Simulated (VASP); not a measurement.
# AlCo (Pm-3m) in VASP: settings compared, part 2 of 2

VASP 6.6.1.

## Step 3: Single point, PBE, collinear spin, ferromagnetic start

This run uses another cell than the first one, of 11.60 Å³/atom, 1.032 times its volume.

INCAR reads:

```
SYSTEM = AlCo
PREC = Accurate
ENCUT = 520
EDIFF = 1E-6
ISMEAR = -1
SIGMA = 0.05
LREAL = .FALSE.
LASPH = .TRUE.
NELM = 150
ALGO = Normal
ISIF = 2
LWAVE = .FALSE.
LCHARG = .FALSE.
ISPIN = 2
MAGMOM = 0 1.8
LORBIT = 11
LMAXMIX = 4
GGA = PE
NBANDS = 17
```

KPOINTS reads:

```
regular mesh
0
G
  11 11 11
  0 0 0
```

POSCAR reads:

```
AlCo
1.0
    2.8521215729      0.0000000000      0.0000000000
    0.0000000000      2.8521215729      0.0000000000
    0.0000000000      0.0000000000      2.8521215729
Al Co
1 1
Direct
    0.0000000000      0.0000000000      0.0000000000
    0.5000000000      0.5000000000      0.5000000000
```

Potentials or basis: VASP PAW PBE potentials, release 64 (Al, Co).

Command:

```console
> cat potpaw_PBE.64/Al/POTCAR potpaw_PBE.64/Co/POTCAR > POTCAR
> mpirun -np 1 vasp_std > vasp.out
```

OUTCAR:

```text
SYSTEM = AlCo
   PREC = Accurate
   ENCUT = 520
   EDIFF = 1E-6
   ISMEAR = -1
   LREAL = .FALSE.
   LASPH = .TRUE.
   NELM = 150
   ISIF = 2
   ISPIN = 2
   LORBIT = 11
   GGA = PE

 ion  position               nearest neighbor table
   1  0.000  0.000  0.000-   2 2.47   2 2.47   2 2.47   2 2.47   2 2.47   2 2.47   2 2.47   2 2.47

   2  0.500  0.500  0.500-   1 2.47   1 2.47   1 2.47   1 2.47   1 2.47   1 2.47   1 2.47   1 2.47

  LATTYP: Found a simple cubic cell.
 ALAT       =     2.8521215729

  Lattice vectors:

 A1 = (   2.8521215729,   0.0000000000,   0.0000000000)
 A2 = (   0.0000000000,   2.8521215729,   0.0000000000)
 A3 = (   0.0000000000,   0.0000000000,   2.8521215729)

Analysis of symmetry for initial positions (statically):
=====================================================================
 Subroutine PRICEL returns:
 Original cell was already a primitive cell.

 Routine SETGRP: Setting up the symmetry group for a
 simple cubic supercell.

 Subroutine GETGRP returns: Found 48 space group operations
 (whereof 48 operations were pure point group operations)
 out of a pool of 48 trial point group operations.

The static configuration has the point symmetry O_h .

Analysis of symmetry for dynamics (positions and initial velocities):
=====================================================================
 Subroutine PRICEL returns:
 Original cell was already a primitive cell.

 Routine SETGRP: Setting up the symmetry group for a
 simple cubic supercell.

 Subroutine GETGRP returns: Found 48 space group operations
 (whereof 48 operations were pure point group operations)
 out of a pool of 48 trial point group operations.

The dynamic configuration has the point symmetry O_h .

Analysis of structural, dynamic, and magnetic symmetry:
=====================================================================
 Subroutine PRICEL returns:
 Original cell was already a primitive cell.

 Routine SETGRP: Setting up the symmetry group for a
 simple cubic supercell.

 Subroutine GETGRP returns: Found 48 space group operations
 (whereof 48 operations were pure point group operations)
 out of a pool of 48 trial point group operations.

The overall configuration has the point symmetry O_h .

 Subroutine INISYM returns: Found 48 space group operations
 (whereof 48 operations are pure point group operations),
 and found     1 'primitive' translations

----------------------------------------------------------------------------------------

                                     Primitive cell

  volume of cell :      23.2009

  direct lattice vectors                    reciprocal lattice vectors
     2.852121573  0.000000000  0.000000000     0.350616190  0.000000000  0.000000000
     0.000000000  2.852121573  0.000000000     0.000000000  0.350616190  0.000000000
     0.000000000  0.000000000  2.852121573     0.000000000  0.000000000  0.350616190

  length of vectors
     2.852121573  2.852121573  2.852121573     0.350616190  0.350616190  0.350616190

  position of ions in fractional coordinates (direct lattice)
     0.000000000  0.000000000  0.000000000
     0.500000000  0.500000000  0.500000000

  ion indices of the primitive-cell ions
   primitive index   ion index
                 1           1
[... 61 lines left out ...]
   NGX,Y,Z   is equivalent  to a cutoff of  13.99, 13.99, 13.99 a.u.
   NGXF,Y,Z  is equivalent  to a cutoff of  27.98, 27.98, 27.98 a.u.
 SYSTEM =  AlCo
   PREC   = accura    normal or accurate (medium, high low for compatibility)
   ISTART =      0    job   : 0-new  1-cont  2-samecut
   ICHARG =      2    charge: 1-file 2-atom 10-const
   ISPIN  =      2    spin polarized calculation?
   LNONCOLLINEAR =      F non collinear calculations
   LSORBIT =      F    spin-orbit coupling
   LASPH  =      T    aspherical Exc in radial PAW
   ENCUT  =  520.0 eV  38.22 Ry    6.18 a.u.   5.30  5.30  5.30*2*pi/ulx,y,z
   NELM   =    150;   NELMIN=  2; NELMDL= -5     # of ELM steps
   EDIFF  = 0.1E-05   stopping-criterion for ELM
   LREAL  =      F    real-space projection
   EDIFFG = 0.1E-04   stopping-criterion for IOM
   NSW    =      0    number of steps for IOM
   IBRION =     -1    ionic relax: 0-MD 1-quasi-New 2-CG
   NFREE  =      0    steps in history (QN), initial steepest desc. (CG)
   ISIF   =      2    stress and relaxation
   ISYM   =      2    0-nonsym 1-usesym 2-fastsym
   POTIM  = 0.5000    time-step for ionic-motion
   TEBEG  =    0.0;   TEEND  =   0.0 temperature during run
   PSTRESS=    0.0 pullay stress
   NELECT =      12.0000    total number of electrons
   NUPDOWN=      -1.0000    fix difference up-down
   EMIN   =  10.00;   EMAX   =-10.00  energy-range for DOS
   EFERMI =   0.00;   METHOD = LEGACY
   ISMEAR =    -1;   SIGMA  =   0.05  broadening in eV -4-tet -1-fermi 0-gaus
   EFERMI_NEDOS =   21; number of points for ismear=-14 and -15
   IALGO  =     38    algorithm
   IMIX   =      4    mixing-type and parameters
     AMIX     =   0.40;   BMIX     =  1.00
     AMIX_MAG =   1.60;   BMIX_MAG =  1.00
  volume/ion in A,a.u.               =      11.60        78.28
  Fermi-wavevector in a.u.,A,eV,Ry     =   1.314117  2.483320 23.495932  1.726902
  Thomas-Fermi vector in A             =   2.444392
   LORBIT       =     11    0 simple, 1 ext, 2 COOP (PROOUT), +10 PAW based schemes
   GGA     = PE    functional components
   LHFCALC =     F    Hartree Fock is set to
   AEXX    =    0.0000 exact exchange contribution
   IVDW    =     0    specifies the selected vdW correction
   LEPSILON=     F    determine dielectric tensor
   LRPA    =     F    only Hartree local field effects (RPA)
 spin polarized calculation
  energy-cutoff  :      520.00
  volume of cell :       23.20
 maximum number of plane-waves:       639
 NGX is ok and might be reduce to    24
   NGX = 11   NGY = 11   NGZ = 11

 number of electron      11.9999996 magnetization       0.0003781

 Free energy of the ion-electron system (eV)
  ---------------------------------------------------
  ext. energy  EPLUGINS =         0.00000000
  ---------------------------------------------------
  free energy    TOTEN  =       -11.99032069 eV

  energy without entropy =      -11.98183828  energy(sigma->0) =      -11.98607949

 E-fermi :  10.5516     XC(G=0): -12.2543

 val. band max:       10.4106848627   @ k =   0.4545   0.4545   0.0909
 cond. band min:      10.5624586920   @ k =   0.4545   0.3636   0.0000
 fundamental gap:      0.1517738293
 Fermi energy:        10.5516171577

 spin component 1

 k-point     1 :       0.0000    0.0000    0.0000
  band No.  band energies     occupation
      1      -0.5147      1.00000
      2       7.5953      1.00000
      3       7.5953      1.00000
      4       9.7037      1.00000
      5       9.7037      1.00000
      6       9.7037      1.00000
[... 459 lines left out ...]
      6       9.6143      1.00000
[... 9 lines left out ...]
     16      30.6792      0.00000
     17      32.4377      0.00000

 [... further k-points ...]

 spin component 2

 k-point     1 :       0.0000    0.0000    0.0000
  band No.  band energies     occupation
      1      -0.5145      1.00000
      2       7.5960      1.00000
      3       7.5960      1.00000
      4       9.7046      1.00000
      5       9.7046      1.00000
      6       9.7046      1.00000
[... 459 lines left out ...]
      6       9.6151      1.00000
[... 9 lines left out ...]
     16      30.6793      0.00000
     17      32.4379      0.00000

 [... further k-points ...]
[... 5 lines left out ...]
  --------------------------------------------------------------------------------------
  -------------------------------------------------------------------------------------
  Total        0.0104303      0.0104303      0.0104303      0.0000000     -0.0000000      0.0000000
  in kB        0.7202825      0.7202825      0.7202825      0.0000000     -0.0000000      0.0000000
  external PRESSURE =       0.7202825 kB  Pullay stress =       0.0000000 kB

 VOLUME and BASIS-vectors are now :
 -----------------------------------------------------------------------------
  energy-cutoff  :      520.00
  volume of cell :       23.20
      direct lattice vectors                 reciprocal lattice vectors
     2.852121573  0.000000000  0.000000000     0.350616190  0.000000000  0.000000000
     0.000000000  2.852121573  0.000000000     0.000000000  0.350616190  0.000000000
     0.000000000  0.000000000  2.852121573     0.000000000  0.000000000  0.350616190

 POSITION                                       TOTAL-FORCE (eV/Angst)
 -----------------------------------------------------------------------------------
      0.00000      0.00000      0.00000         0.000000      0.000000      0.000000
      1.42606      1.42606      1.42606         0.000000      0.000000      0.000000
 -----------------------------------------------------------------------------------
    total drift:                                0.000000      0.000000     -0.000000

  FREE ENERGIE OF THE ION-ELECTRON SYSTEM (eV)
  ---------------------------------------------------
  free  energy   TOTEN  =       -11.9903206947 eV

  energy  without entropy=      -11.9818382823  energy(sigma->0) =      -11.98607949

 total charge

# of ion       s       p       d       tot
------------------------------------------
    1        0.394   0.427   0.000   0.821
    2        0.433   0.506   7.507   8.445
--------------------------------------------------
tot          0.827   0.933   7.507   9.266

 magnetization (x)

# of ion       s       p       d       tot
------------------------------------------
    1       -0.000  -0.000   0.000  -0.000
    2        0.000   0.000   0.000   0.000
--------------------------------------------------
tot         -0.000  -0.000   0.000   0.000
```

stdout:

```text
POSCAR found type information on POSCAR AlCo
 POSCAR found :  2 types and       2 ions
 scaLAPACK will be used
 LDA part: xc-table for (Slater+PW92), standard interpolation
 POSCAR, INCAR and KPOINTS ok, starting setup
 FFT: planning ... GRIDC
 FFT: planning ... GRID_SOFT
 FFT: planning ... GRID
 WAVECAR not read
 entering main loop
```

Run time: 44 s. Hardware: 1 thread of Intel Xeon Platinum 8259CL at 2.50GHz (Skylake/Cascade Lake), shared host; peak memory 0.17 GiB.

What came out:

* Free energy: -11.9903 eV
* Pressure: 0.1 GPa
* Band gap on the k mesh: zero (filled and empty bands overlap)
* Net moment: 0.00 μB per cell
* Valence electrons inside the program's atomic spheres: Al 0.82; Co 8.45

Caveat: the starting moments collapsed, and a magnetic state may lie lower.

## Step 4: Single point, RPBE, collinear spin, ferromagnetic start

This run uses another cell than the first one, of 11.87 Å³/atom, 1.056 times its volume.

INCAR reads:

```
SYSTEM = AlCo
ALGO = Normal ; EDIFF = 1E-7
ENCUT = 520 ; GGA = RP
ISIF = 2 ; ISMEAR = -1
ISPIN = 2 ; LASPH = .True.
LCHARG = .False. ; LMAXMIX = 4
LORBIT = 11 ; LREAL = .False.
LWAVE = .False. ; MAGMOM = 0 1.8
NBANDS = 17 ; NELM = 150
PREC = Accurate ; SIGMA = 0.05
```

KPOINTS reads:

```
k-points
0
Gamma
  11 11 11
  0 0 0
```

POSCAR reads:

```
AlCo
1.0
    2.8741423145      0.0000000000      0.0000000000
    0.0000000000      2.8741423145      0.0000000000
    0.0000000000      0.0000000000      2.8741423145
Al Co
1 1
Direct
    0.0000000000      0.0000000000      0.0000000000
    0.5000000000      0.5000000000      0.5000000000
```

Command:

```console
> cat potpaw_PBE.64/Al/POTCAR potpaw_PBE.64/Co/POTCAR > POTCAR
> mpirun -np 1 vasp_std > vasp.out
```

Wall time 63 s (1 thread of Intel Xeon Platinum 8259CL at 2.50GHz (Skylake/Cascade Lake), shared host); peak memory 0.17 GiB.

Results (log left out):

```yaml
Free_energy: -11.1727 eV
Pressure: -0.2 GPa
Band_gap_on_the_k_mesh: zero (filled and empty bands overlap)
Net_moment: 0.00 μB per cell
Valence_electrons_inside_the_program's_atomic_spheres: Al 0.81; Co 8.40
```

Levels at points of the mesh, in eV from the Fermi level:
Spin up:
```
           k point  band 2  band 3  band 4  band 5  band 6  band 7  band 8  band 9  band 10  band 11
(0.00, 0.00, 0.00)   -2.85   -2.85   -0.83   -0.83   -0.83    5.86    5.86    5.86     8.57     8.57
```
Spin down:
```
           k point  band 2  band 3  band 4  band 5  band 6  band 7  band 8  band 9  band 10  band 11
(0.00, 0.00, 0.00)   -2.85   -2.85   -0.83   -0.83   -0.83    5.86    5.86    5.86     8.57     8.57
```

Caveat: the starting moments collapsed, and a magnetic state may lie lower; the PAW data sets were made with another functional, which shifts forces and pressure a little.

## Step 5: Single point, r2SCAN, collinear spin, ferromagnetic start

POSCAR reads:

```
AlCo
1.0
    2.8231520313      0.0000000000      0.0000000000
    0.0000000000      2.8231520313      0.0000000000
    0.0000000000      0.0000000000      2.8231520313
Al Co
1 1
Direct
    0.0000000000      0.0000000000      0.0000000000
    0.5000000000      0.5000000000      0.5000000000
```

INCAR.step1 reads:

```
ALGO = Normal
EDIFF = 1E-4
ENCUT = 520
GGA = PE
ISMEAR = -1
ISPIN = 2
LASPH = True
LCHARG = False
LMAXMIX = 4
LREAL = False
LWAVE = True
MAGMOM = 0 1.8
NBANDS = 17
NELM = 150
PREC = Accurate
SIGMA = 0.05
```

INCAR.step2 reads:

```
ALGO = Normal
EDIFF = 1E-6
ENCUT = 520
ISIF = 2
ISMEAR = -1
ISPIN = 2
ISTART = 1
LASPH = True
LCHARG = False
LMAXMIX = 4
LMIXTAU = True
LORBIT = 11
LREAL = False
LWAVE = False
MAGMOM = 0 1.8
METAGGA = R2SCAN
NBANDS = 17
NELM = 150
PREC = Accurate
SIGMA = 0.05
```

KPOINTS reads:

```
k-points
0
Gamma
  11 11 11
```

Command:

```console
> cat potpaw_PBE.64/Al/POTCAR potpaw_PBE.64/Co/POTCAR > POTCAR
> cp INCAR.step1 INCAR
> mpirun -np 1 vasp_std > vasp.out
> cp INCAR.step2 INCAR
> mpirun -np 1 vasp_std > vasp.out
```

Wall time 2.1 min (1 thread of Intel Xeon Platinum 8259CL at 2.50GHz (Skylake/Cascade Lake), shared host); peak memory 0.18 GiB.

It converged, with:

| Quantity | Value |
| --- | --- |
| Free energy | -21.0807 eV |
| Pressure | -0.3 GPa |
| Band gap on the k mesh | zero (filled and empty bands overlap) |
| Net moment | 0.00 μB per cell |
| Valence electrons inside the program's atomic spheres | Al 0.85; Co 8.55 |

Levels at points of the mesh, in eV from the Fermi level:
Spin up:
| k point | band 4 | band 5 | band 6 | band 7 | band 8 | band 9 |
| --- | --- | --- | --- | --- | --- | --- |
| (0.00, 0.00, 0.00) | -1.11 | -1.11 | -1.11 | 6.48 | 6.48 | 6.48 |
Spin down:
```
           k point  band 4  band 5  band 6  band 7  band 8  band 9
(0.00, 0.00, 0.00)   -1.11   -1.11   -1.11    6.48    6.48    6.48
```

Caveat: the starting moments collapsed, and a magnetic state may lie lower; the PAW data sets were made with another functional, which shifts forces and pressure a little.
